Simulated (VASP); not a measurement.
# Pt (Fm-3m) in VASP: notebook

Pt is run at these levels: LDA; tasks: single point, relaxation of cell and atoms.

Everything below comes from runs of VASP 6.6.1. Logs are shortened: lines on timing, memory, paths and dates and some standing lists are left out, and cuts for length are marked.

### Step 1. The cell of the first run

Symmetry: Fm-3m, No. 225, cubic system. Conventional cell: a = 3.943 Å, b = 3.943 Å, c = 3.943 Å, α = 90.00°, β = 90.00°, γ = 90.00°. Pt (site symmetry m-3m) has 12 Pt at 2.79 Å within 3.7 Å.

### Step 2. Single point, LDA

File INCAR:

```
PREC = Accurate
ENCUT = 520
EDIFF = 1E-7
ISMEAR = 0
SIGMA = 0.1
LREAL = False
LASPH = True
NELM = 60
ALGO = Fast
ISIF = 2
LWAVE = False
LCHARG = False
NBANDS = 11
```

File KPOINTS:

```
Automatic mesh
0
Gamma
  8 8 8
```

File POSCAR:

```
Pt
1.0
    0.0000000000      1.9715751800      1.9715751800
    1.9715751800      0.0000000000      1.9715751800
    1.9715751800      1.9715751800      0.0000000000
Pt
1
Direct
    0.0000000000      0.0000000000      0.0000000000
```

Potentials or basis: VASP PAW LDA potentials, release 64 (Pt).

Launch:

```
> cat potpaw_LDA.64/Pt/POTCAR > POTCAR
> mpirun -np 1 vasp_std > vasp.out
```

OUTCAR:

```text
PREC = Accurate
   ENCUT = 520
   EDIFF = 1E-7
   ISMEAR = 0
   LREAL = False
   LASPH = True
   NELM = 60
   ISIF = 2

 ion  position               nearest neighbor table
   1  0.000  0.000  0.000-

  LATTYP: Found a face centered cubic cell.
 ALAT       =     3.9431503600

  Lattice vectors:

 A1 = (   0.0000000000,   1.9715751800,   1.9715751800)
 A2 = (   1.9715751800,   0.0000000000,   1.9715751800)
 A3 = (   1.9715751800,   1.9715751800,   0.0000000000)

Analysis of symmetry for initial positions (statically):
=====================================================================
 Subroutine PRICEL returns:
 Original cell was already a primitive cell.

 Routine SETGRP: Setting up the symmetry group for a
 face centered cubic supercell.

 Subroutine GETGRP returns: Found 48 space group operations
 (whereof 48 operations were pure point group operations)
 out of a pool of 48 trial point group operations.

The static configuration has the point symmetry O_h .

Analysis of symmetry for dynamics (positions and initial velocities):
=====================================================================
 Subroutine PRICEL returns:
 Original cell was already a primitive cell.

 Routine SETGRP: Setting up the symmetry group for a
 face centered cubic supercell.

 Subroutine GETGRP returns: Found 48 space group operations
 (whereof 48 operations were pure point group operations)
 out of a pool of 48 trial point group operations.

The dynamic configuration has the point symmetry O_h .

 Subroutine INISYM returns: Found 48 space group operations
 (whereof 48 operations are pure point group operations),
 and found     1 'primitive' translations

----------------------------------------------------------------------------------------

                                     Primitive cell

  volume of cell :      15.3275

  direct lattice vectors                    reciprocal lattice vectors
     0.000000000  1.971575180  1.971575180    -0.253604329  0.253604329  0.253604329
     1.971575180  0.000000000  1.971575180     0.253604329 -0.253604329  0.253604329
     1.971575180  1.971575180  0.000000000     0.253604329  0.253604329 -0.253604329

  length of vectors
     2.788228359  2.788228359  2.788228359     0.439255582  0.439255582  0.439255582

  position of ions in fractional coordinates (direct lattice)
     0.000000000  0.000000000  0.000000000

  ion indices of the primitive-cell ions
   primitive index   ion index
                 1           1

----------------------------------------------------------------------------------------

 KPOINTS: Automatic mesh

Automatic generation of k-mesh.
 Grid dimensions read from file:
 generate k-points for:    8    8    8

 Generating k-lattice:

  Cartesian coordinates                     Fractional coordinates (reciprocal lattice)
    -0.031700541  0.031700541  0.031700541     0.125000000  0.000000000  0.000000000
     0.031700541 -0.031700541  0.031700541     0.000000000  0.125000000  0.000000000
     0.031700541  0.031700541 -0.031700541     0.000000000  0.000000000  0.125000000

  Length of vectors
     0.054906948  0.054906948  0.054906948

  Shift w.r.t. Gamma in fractional coordinates (k-lattice)
     0.000000000  0.000000000  0.000000000

 Subroutine IBZKPT returns following result:
 ===========================================

 Found     29 irreducible k-points:

 Following reciprocal coordinates:
            Coordinates               Weight
  0.000000  0.000000  0.000000      1.000000
  0.125000  0.000000  0.000000      8.000000
  0.250000  0.000000  0.000000      8.000000
  0.375000  0.000000  0.000000      8.000000
  0.500000  0.000000  0.000000      4.000000
  0.125000  0.125000  0.000000      6.000000
[... 16 lines left out ...]
  0.500000  0.250000  0.125000     48.000000
 -0.375000  0.250000  0.125000     24.000000
 [... further k-points ...]
   k-points           NKPTS =     29   k-points in BZ     NKDIM =     29   number of bands    NBANDS=     11
   number of dos      NEDOS =    301   number of ions     NIONS =      1
   total plane-waves  NPLWV =  13824
   dimension x,y,z NGX =    24 NGY =   24 NGZ =   24
   dimension x,y,z NGXF=    48 NGYF=   48 NGZF=   48
   ions per type =               1
   NGX,Y,Z   is equivalent  to a cutoff of  14.31, 14.31, 14.31 a.u.
   NGXF,Y,Z  is equivalent  to a cutoff of  28.62, 28.62, 28.62 a.u.
 SYSTEM =  unknown system
   PREC   = accura    normal or accurate (medium, high low for compatibility)
   ISTART =      0    job   : 0-new  1-cont  2-samecut
   ICHARG =      2    charge: 1-file 2-atom 10-const
   ISPIN  =      1    spin polarized calculation?
   LNONCOLLINEAR =      F non collinear calculations
   LSORBIT =      F    spin-orbit coupling
   LASPH  =      T    aspherical Exc in radial PAW
   ENCUT  =  520.0 eV  38.22 Ry    6.18 a.u.   5.18  5.18  5.18*2*pi/ulx,y,z
   NELM   =     60;   NELMIN=  2; NELMDL= -5     # of ELM steps
   EDIFF  = 0.1E-06   stopping-criterion for ELM
   LREAL  =      F    real-space projection
   EDIFFG = 0.1E-05   stopping-criterion for IOM
   NSW    =      0    number of steps for IOM
   IBRION =     -1    ionic relax: 0-MD 1-quasi-New 2-CG
   NFREE  =      0    steps in history (QN), initial steepest desc. (CG)
   ISIF   =      2    stress and relaxation
   ISYM   =      2    0-nonsym 1-usesym 2-fastsym
   POTIM  = 0.5000    time-step for ionic-motion
   TEBEG  =    0.0;   TEEND  =   0.0 temperature during run
   PSTRESS=    0.0 pullay stress
   NELECT =      10.0000    total number of electrons
   NUPDOWN=      -1.0000    fix difference up-down
   EMIN   =  10.00;   EMAX   =-10.00  energy-range for DOS
   EFERMI =   0.00;   METHOD = LEGACY
   ISMEAR =     0;   SIGMA  =   0.10  broadening in eV -4-tet -1-fermi 0-gaus
   EFERMI_NEDOS =   21; number of points for ismear=-14 and -15
   IALGO  =     68    algorithm
   IMIX   =      4    mixing-type and parameters
     AMIX     =   0.40;   BMIX     =  1.00
     AMIX_MAG =   1.60;   BMIX_MAG =  1.00
  volume/ion in A,a.u.               =      15.33       103.43
  Fermi-wavevector in a.u.,A,eV,Ry     =   1.419880  2.683183 27.430132  2.016058
  Thomas-Fermi vector in A             =   2.540854
   LORBIT       =      0    0 simple, 1 ext, 2 COOP (PROOUT), +10 PAW based schemes
   GGA     = CA    functional components
   LHFCALC =     F    Hartree Fock is set to
   AEXX    =    0.0000 exact exchange contribution
   IVDW    =     0    specifies the selected vdW correction
   LEPSILON=     F    determine dielectric tensor
   LRPA    =     F    only Hartree local field effects (RPA)
 non-spin polarized calculation
 RMM-DIIS sequential band-by-band and
 Gauss-broadening in eV      SIGMA  =   0.10
  energy-cutoff  :      520.00
  volume of cell :       15.33
 maximum number of plane-waves:       428
 NGX is ok and might be reduce to    24
   NGX = 11   NGY = 11   NGZ = 11

 number of electron      10.0000001 magnetization

 Free energy of the ion-electron system (eV)
  ---------------------------------------------------
  ext. energy  EPLUGINS =         0.00000000
  ---------------------------------------------------
  free energy    TOTEN  =        -7.47925645 eV

  energy without entropy =       -7.46999421  energy(sigma->0) =       -7.47462533

 E-fermi :  10.7558     XC(G=0): -13.5991

 val. band max:       10.6103679160   @ k =  -0.3750   0.3750   0.0000
 cond. band min:      10.7625263297   @ k =  -0.2500   0.1250   0.0000
 fundamental gap:      0.1521584137
 Fermi energy:        10.7557520279

 k-point     1 :       0.0000    0.0000    0.0000
  band No.  band energies     occupation
      1       0.7619      2.00000
      2       7.0766      2.00000
      3       7.0766      2.00000
      4       7.0766      2.00000
      5       9.2053      2.00000
      6       9.2053      2.00000
      7      25.5006      0.00000
      8      30.3259      0.00000
      9      30.3259      0.00000
     10      30.3259      0.00000
     11      35.7287      0.00000

 k-point     2 :       0.1250    0.0000    0.0000
  band No.  band energies     occupation
      1       1.3637      2.00000
      2       6.8430      2.00000
      3       7.2917      2.00000
      4       7.2917      2.00000
      5       9.1074      2.00000
      6       9.1074      2.00000
      7      26.3683      0.00000
      8      27.8965      0.00000
      9      31.2428      0.00000
     10      31.2428      0.00000
     11      36.8368      0.00000

 k-point     3 :       0.2500    0.0000    0.0000
  band No.  band energies     occupation
      1       2.7800      2.00000
      2       6.7479      2.00000
      3       7.4492      2.00000
      4       7.4492      2.00000
      5       9.3746      2.00000
      6       9.3746      2.00000
      7      24.0218      0.00000
      8      27.1727      0.00000
      9      33.2389      0.00000
     10      33.2389      0.00000
     11      34.1682      0.00000

 k-point     4 :       0.3750    0.0000    0.0000
  band No.  band energies     occupation
      1       3.5706      2.00000
      2       7.1819      2.00000
      3       7.1819      2.00000
      4       8.3920      2.00000
      5      10.3063      2.00000
      6      10.3063      2.00000
      7      19.4639      0.00000
      8      25.7378      0.00000
      9      30.9928      0.00000
     10      30.9928      0.00000
     11      37.1900      0.00000
[... 239 lines left out ...]
 k-point    22 :       0.3750    0.2500    0.1250
  band No.  band energies     occupation
      1       4.0466      2.00000
      2       5.7968      2.00000
      3       7.0807      2.00000
      4       8.7017      2.00000
      5       8.8061      2.00000
      6      10.8118      0.42813
      7      24.2033      0.00000
      8      26.3891      0.00000
      9      28.6777      0.00000
     10      30.9593      0.00000
     11      34.7649      0.00000

 k-point    23 :       0.5000    0.2500    0.1250
  band No.  band energies     occupation
      1       4.8560      2.00000
      2       6.3030      2.00000
      3       6.5681      2.00000
      4       8.4304      2.00000
      5      10.0672      2.00000
      6      12.6896      0.00000
      7      19.9583      0.00000
      8      25.0514      0.00000
      9      26.9570      0.00000
     10      31.1229      0.00000
     11      34.9526      0.00000

 k-point    24 :      -0.3750    0.2500    0.1250
  band No.  band energies     occupation
      1       4.8770      2.00000
      2       6.1009      2.00000
      3       7.4321      2.00000
      4       8.1731      2.00000
      5      10.5991      1.97330
      6      15.1965      0.00000
      7      16.1994      0.00000
      8      25.3596      0.00000
      9      25.8208      0.00000
     10      29.8410      0.00000
     11      36.8213      0.00000

 [... further k-points ...]
[... 5 lines left out ...]
  --------------------------------------------------------------------------------------
  -------------------------------------------------------------------------------------
  Total       -0.9988726     -0.9988726     -0.9988726      0.0000000      0.0000000      0.0000000
  in kB     -104.4120555   -104.4120555   -104.4120555      0.0000000      0.0000000      0.0000000
  external PRESSURE =    -104.4120555 kB  Pullay stress =       0.0000000 kB

 VOLUME and BASIS-vectors are now :
 -----------------------------------------------------------------------------
  energy-cutoff  :      520.00
  volume of cell :       15.33
      direct lattice vectors                 reciprocal lattice vectors
     0.000000000  1.971575180  1.971575180    -0.253604329  0.253604329  0.253604329
     1.971575180  0.000000000  1.971575180     0.253604329 -0.253604329  0.253604329
     1.971575180  1.971575180  0.000000000     0.253604329  0.253604329 -0.253604329

 POSITION                                       TOTAL-FORCE (eV/Angst)
 -----------------------------------------------------------------------------------
      0.00000      0.00000      0.00000         0.000000      0.000000     -0.000000
 -----------------------------------------------------------------------------------
    total drift:                                0.000000     -0.000000     -0.000000

  FREE ENERGIE OF THE ION-ELECTRON SYSTEM (eV)
  ---------------------------------------------------
  free  energy   TOTEN  =        -7.4792564492 eV

  energy  without entropy=       -7.4699942051  energy(sigma->0) =       -7.47462533
```

It took 5.4 s on 1 thread of AMD EPYC 7R13 (Zen 3), shared host; peak memory 0.1 GiB.

Results:

```
Free energy            : -7.4793 eV
Pressure               : -10.4 GPa
Band gap on the k mesh : zero (band 5 reaches 11.26 eV, above the bottom of band 6 at 9.11 eV)
```

Levels at points of the mesh, in eV from the Fermi level:
```tsv
k point	band 1	band 2	band 3	band 4	band 5	band 6	band 7	band 8	band 9	band 10
(0.00, 0.00, 0.00)	-9.99	-3.68	-3.68	-3.68	-1.55	-1.55	14.74	19.57	19.57	19.57
(0.50, 0.00, 0.00)	-7.14	-3.73	-3.73	-0.34	0.07	0.07	5.75	14.31	18.85	18.85
(0.50, 0.50, 0.00)	-6.86	-6.44	0.05	0.50	0.50	1.86	8.74	11.35	11.35	20.07
```

Caveat: spin-orbit coupling is left out, which moves the levels of the heavy elements.

### Step 3. Single point, LDA

This run uses another cell than the first one, of 14.76 Å³/atom, 0.963 times its volume.

File INCAR:

```
SYSTEM = Pt
PREC = Accurate
ENCUT = 520
EDIFF = 1E-7
ISMEAR = 0
SIGMA = 0.1
LREAL = .False.
LASPH = .True.
NELM = 60
ALGO = Normal
ISIF = 2
LWAVE = .False.
LCHARG = .True.
GGA = CA
LELF = .True.
LVHAR = .True.
NBANDS = 11
```

File KPOINTS:

```
regular mesh
0
Gamma
  26 26 26
  0 0 0
```

File POSCAR:

```
Pt
1.0
    0.0000000000      1.9468067539      1.9468067539
    1.9468067539      0.0000000000      1.9468067539
    1.9468067539      1.9468067539      0.0000000000
Pt
1
Direct
    0.0000000000      0.0000000000      0.0000000000
```

Potentials or basis: VASP PAW LDA potentials, release 64 (Pt).

Launch:

```
> cat potpaw_LDA.64/Pt/POTCAR > POTCAR
> mpirun -np 1 vasp_std > vasp.out
```

It took 40 s on 1 thread of AMD EPYC 7R13 (Zen 3), shared host; peak memory 0.16 GiB.

The run converged. Its results:

```yaml
Free_energy: -7.5094 eV
Pressure: 0.8 GPa
Band_gap_on_the_k_mesh: zero (band 5 reaches 12.08 eV, above the bottom of band 6 at 9.76 eV)
```

Levels at points of the mesh, in eV from the Fermi level:
```
           k point  band 3  band 4  band 5  band 6  band 7  band 8
(0.00, 0.00, 0.00)   -3.95   -3.95   -1.68   -1.68   14.56   19.60
(0.50, 0.00, 0.00)   -4.01   -0.57    0.05    0.05    6.00   14.13
(0.50, 0.50, 0.00)    0.03    0.51    0.51    1.72    9.11   11.41
```

Caveat: spin-orbit coupling is left out, which moves the levels of the heavy elements.

### Step 4. Single point, LDA

This run uses another cell than the first one, of 14.80 Å³/atom, 0.965 times its volume.

File INCAR:

```
SYSTEM = Pt
PREC = Accurate ; ENCUT = 520
EDIFF = 1E-7 ; ISMEAR = -1
SIGMA = 0.15 ; LREAL = .False.
LASPH = .True. ; NELM = 60
ALGO = Normal ; ISIF = 2
LWAVE = .False. ; LCHARG = .False.
GGA = CA ; NBANDS = 11
```

File KPOINTS:

```
Automatic mesh
0
Gamma
  26 26 26
  0 0 0
```

File POSCAR:

```
Pt
1.0
    0.0000000000      1.9485553120      1.9485553120
    1.9485553120      0.0000000000      1.9485553120
    1.9485553120      1.9485553120      0.0000000000
Pt
1
Direct
    0.0000000000      0.0000000000      0.0000000000
```

Launch:

```
> cat potpaw_LDA.64/Pt/POTCAR > POTCAR
> mpirun -np 1 vasp_std > vasp.out
```

It took 38 s on 1 thread of AMD EPYC 7R13 (Zen 3), shared host; peak memory 0.16 GiB.

The run converged. Its results:

- Free energy: -7.5654 eV
- Pressure: 0.8 GPa
- Band gap on the k mesh: zero (band 5 reaches 12.03 eV, above the bottom of band 6 at 9.72 eV)

Levels at points of the mesh, in eV from the Fermi level:
```
           k point  band 2  band 3  band 4  band 5  band 6  band 7  band 8  band 9
(0.00, 0.00, 0.00)   -3.96   -3.96   -3.96   -1.70   -1.70   14.54   19.57   19.57
(0.50, 0.00, 0.00)   -4.02   -4.02   -0.58    0.03    0.03    5.96   14.11   19.00
(0.50, 0.50, 0.00)   -6.88    0.01    0.49    0.49    1.70    9.05   11.37   11.37
```

Caveat: spin-orbit coupling is left out, which moves the levels of the heavy elements.

### Step 5. Relaxation of cell and atoms, LDA

This run uses another cell than the first one, of 14.73 Å³/atom, 0.961 times its volume.

File INCAR:

```
PREC     = Accurate       # precision mode
ENCUT    = 600            # plane-wave cutoff, eV
EDIFF    = 1E-7           # SCF threshold, eV
ISMEAR   = 0              # smearing method
SIGMA    = 0.1            # smearing width, eV
LREAL    = F              # projectors in reciprocal space
LASPH    = T              # aspherical terms in the spheres
NELM     = 60             # most SCF steps
ALGO     = Normal         # electronic algorithm
ISIF     = 3              # what is computed and relaxed
LWAVE    = F              # write WAVECAR
LCHARG   = F              # write CHGCAR
IBRION   = 2              # ionic algorithm
NSW      = 100            # ionic steps
EDIFFG   = -0.002         # ionic threshold
```

File KPOINTS:

```
regular mesh
0
Gamma
  26 26 26
```

File POSCAR:

```
Pt
1.0
    0.0000000000      1.9456504822      1.9456504822
    1.9456504822      0.0000000000      1.9456504822
    1.9456504822      1.9456504822      0.0000000000
Pt
1
Direct
    0.0000000000      0.0000000000      0.0000000000
```

Launch:

```
> cat potpaw_LDA.64/Pt/POTCAR > POTCAR
> mpirun -np 1 vasp_std > vasp.out
```

Wall time 1.8 min (1 thread of AMD EPYC 7R13 (Zen 3), shared host); peak memory 0.19 GiB.

The run converged. Its results:

```yaml
Free_energy: -7.5096 eV
Relaxed_volume: 14.80 Å³/atom
Relaxed_cell: a = 2.756 Å, b = 2.756 Å, c = 2.756 Å, α = 60.00°, β = 60.00°, γ = 60.00°
Space_group_after_relaxing_to_0.05_Å: Fm-3m (No. 225)
Energy_gained_by_relaxing: 0.3 meV/atom
Ionic_steps: 3
Pressure_after_relaxing: 0.0 GPa
Band_gap_on_the_k_mesh: zero (band 5 reaches 12.02 eV, above the bottom of band 6 at 9.72 eV)
```

Step by step:
| step | energy change (eV) | largest force (eV/Å) | pressure (GPa) | volume (Å³) |
| --- | --- | --- | --- | --- |
| 1 | 0.0000 | 0.0000 | 1.43 | 14.73 |
| 2 | 0.0026 | 0.0000 | -4.26 | 15.01 |
| 3 | -0.0003 | 0.0000 | -0.01 | 14.80 |

Final structure:
```xyz
1
Lattice="0.0000 1.9487 1.9487 1.9487 0.0000 1.9487 1.9487 1.9487 0.0000" Properties=species:S:1:pos:R:3 pbc="T T T"
Pt    0.0000    0.0000    0.0000
```

Levels at points of the mesh, in eV from the Fermi level:
```tsv
k point	band 3	band 4	band 5	band 6	band 7	band 8
(0.00, 0.00, 0.00)	-3.94	-3.94	-1.67	-1.67	14.57	19.60
(0.50, 0.00, 0.00)	-3.99	-0.56	0.05	0.05	5.98	14.14
(0.50, 0.50, 0.00)	0.03	0.51	0.51	1.73	9.08	11.40
```

Caveat: spin-orbit coupling is left out, which moves the levels of the heavy elements.

(Part 1 of 2 ends here.)
